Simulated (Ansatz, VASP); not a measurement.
**NbTe in VASP and in Ansatz**

```xyz
2
Lattice="3.4306 0.0000 0.0000 0.0000 3.4306 0.0000 0.0000 0.0000 3.4306" Properties=species:S:1:pos:R:3 pbc="T T T"
Nb    1.7153    1.7153    1.7153
Te    0.0000    0.0000    0.0000
```

Alike in both runs: functional PBE; k mesh 6 × 6 × 6; occupations gaussian, width 0.1 eV; no spin polarisation.

Ansatz relaxed the structure, and its values are those at the end. VASP's run is a single point on that final structure, the one shown.

|  | VASP | Ansatz |
| --- | --- | --- |
| version | VASP 6.6.1 | Ansatz 0.2.0 |
| potentials or method | VASP PAW PBE potentials, release 64 (Nb_sv, Te), cutoff 520 eV | scalar-relativistic, plane waves, PAW |
| valence electrons in the cell | 19 | 29 |

```tsv
	VASP	Ansatz	Ansatz less VASP
gap on the k mesh at the Fermi level (eV)	none	none	-
pressure (GPa)	-0.6	-0.4	+0.21
```

A gap of «none» marks a metal or a gap that the smearing closes. VASP's potentials hold 19 valence electrons a cell and Ansatz's 29, so a difference there can come from the potentials and not from the codes.

Neither program's run includes spin-orbit coupling.
